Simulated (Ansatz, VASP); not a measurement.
**AlN in VASP and in Ansatz**

File INCAR:

```
SYSTEM = AlN
PREC = Accurate
ENCUT = 520
EDIFF = 1E-6
ISMEAR = 0
SIGMA = 0.05
LREAL = .False.
LASPH = .True.
NELM = 80
ALGO = Normal
ISIF = 2
LWAVE = .False.
LCHARG = .False.
NBANDS = 26
```

Contents of KPOINTS:

```
regular mesh
0
Gamma
  8 8 3
  0 0 0
```

POSCAR

```
AlN
1.0
   -3.0886152975      0.0000000000      0.0000000000
   -1.5443076488     -2.6748193102      0.0000000000
   -0.1286923041     -0.2229016092     10.5871685333
Al N
4 4
Direct
    0.3333333333      0.2629411426      0.8447062886
    0.3333333333      0.3018529021      0.3777651748
    0.6666666667      0.6546421152      0.1442946180
    0.6666666667      0.6157303557      0.6112357317
    0.3333333333      0.3259020051      0.0891759389
    0.3333333333      0.2869902456      0.5561170527
    0.6666666667      0.6397794587      0.3226464958
    0.6666666667      0.6008676992      0.7895876096
```

Input for Ansatz:

```yaml
crystal:
  lattice:
    - [-3.0886152975, 0.0, 0.0]
    - [-1.5443076488, -2.6748193102, 0.0]
    - [-0.1286923041, -0.2229016092, 10.5871685333]
  atoms:
    - { symbol: Al, position: [0.3333333333, 0.2629411426, 0.8447062886] }
    - { symbol: Al, position: [0.3333333333, 0.3018529021, 0.3777651748] }
    - { symbol: Al, position: [0.6666666667, 0.6546421152, 0.144294618] }
    - { symbol: Al, position: [0.6666666667, 0.6157303557, 0.6112357317] }
    - { symbol: "N", position: [0.3333333333, 0.3259020051, 0.0891759389] }
    - { symbol: "N", position: [0.3333333333, 0.2869902456, 0.5561170527] }
    - { symbol: "N", position: [0.6666666667, 0.6397794587, 0.3226464958] }
    - { symbol: "N", position: [0.6666666667, 0.6008676992, 0.7895876096] }
basis:
  ecutwfc: 520.0
kpoints:
  mp_grid: { grid: [8, 8, 3] }
hamiltonian:
  xc: lda
  pseudopotentials: { kind: paw, azcp: { folder: soft_1 } }
scf:
  occupations: { method: gaussian, width: 0.05 }
output:
  forces: true
  stress: true
  eigenvalues: true
```

Alike in both runs: task single point; functional LDA; k mesh 8 × 8 × 3; occupations gaussian, width 0.05 eV; no spin polarisation.

```csv
,VASP,Ansatz
version,VASP 6.6.1,Ansatz 0.2.0
potentials or method,"VASP PAW LDA potentials, release 64 (Al, N), cutoff 520 eV","scalar-relativistic, plane waves, PAW"
valence electrons in the cell,32,32
```

VASP gave:

| Property | Result |
| --- | --- |
| gap on the k mesh at the Fermi level (eV) | 2.18 |
| least direct gap on the mesh (eV) | 2.18 |
| pressure (GPa) | -4.3 |
| traceless stress, the component that is largest in VASP (GPa) | -7.35 |
| rms of the force components (eV/Å) | 0.665 |

**Question.** Which values does Ansatz return?

**Answer.** gap on the k mesh at the Fermi level (eV): 2.17; least direct gap on the mesh (eV): 2.17; pressure (GPa): -4.8; traceless stress, the component that is largest in VASP (GPa): -7.14; rms of the force components (eV/Å): 0.662.

Ansatz warns that its potentials were made for another functional, while VASP's fit it. LDA's correlation is that of Perdew and Zunger in VASP and of Perdew and Wang (1992) in Ansatz. Atom by atom the forces differ by 0.010 eV/Å (rms over components).
